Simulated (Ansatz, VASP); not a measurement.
**Mg2C: VASP beside Ansatz**

The input INCAR:

```
PREC = Accurate
ENCUT = 520
EDIFF = 1E-7
ISMEAR = 0
SIGMA = 0.01
LREAL = False
LASPH = True
NELM = 60
ALGO = Normal
ISIF = 2
LWAVE = False
LCHARG = False
GGA = PE
NBANDS = 11
```

KPOINTS

```
Automatic mesh
0
Gamma
  8 8 8
```

POSCAR

```
Mg2C
1.0
    0.0000000000      2.7109426129      2.7109426129
    2.7109426129      0.0000000000      2.7109426129
    2.7109426129      2.7109426129      0.0000000000
C Mg
1 2
Direct
    0.0000000000      0.0000000000      0.0000000000
    0.2500000000      0.2500000000      0.2500000000
    0.7500000000      0.7500000000      0.7500000000
```

Input for Ansatz:

```yaml
crystal:
  lattice:
    - [0.0, 2.7109426129, 2.7109426129]
    - [2.7109426129, 0.0, 2.7109426129]
    - [2.7109426129, 2.7109426129, 0.0]
  atoms:
    - { symbol: C, position: [0.0, 0.0, 0.0] }
    - { symbol: Mg, position: [0.25, 0.25, 0.25] }
    - { symbol: Mg, position: [0.75, 0.75, 0.75] }
kpoints:
  mp_grid: { grid: [8, 8, 8] }
  band_path:
    path:
      - [0.0, 0.0, 0.0]
      - [0.5, 0.0, 0.5]
      - [0.625, 0.25, 0.625]
      - [0.375, 0.375, 0.75]
      - [0.5, 0.5, 0.5]
      - [0.5, 0.25, 0.75]
      - [-0.052083, 0.0, 0.052083]
      - [0.0, 0.5, 0.5]
    npoints: 1
hamiltonian:
  xc: pbe
scf:
  occupations: { method: fixed }
  n_extra_bands: 4
output:
  forces: true
  stress: true
  eigenvalues: true
```

Alike in both runs: task single point; functional PBE; k mesh 8 × 8 × 8; no spin polarisation.

|  | VASP | Ansatz |
| --- | --- | --- |
| version | VASP 6.6.1 | Ansatz 0.2.0 |
| potentials or method | VASP PAW PBE potentials, release 64 (C, Mg) | plane waves, PAW |
| plane-wave cutoff (eV) | 520 | 420 |
| occupations | gaussian, width 0.01 eV | fixed |
| valence electrons in the cell | 8 | 24 |

|  | VASP | Ansatz | Ansatz less VASP |
| --- | --- | --- | --- |
| gap on the k mesh at the Fermi level (eV) | 0.74 | 0.75 | +0.009 |
| pressure (GPa) | 1.8 | 2.0 | +0.16 |

VASP's potentials hold 8 valence electrons a cell and Ansatz's 24, so a difference there can come from the potentials and not from the codes.
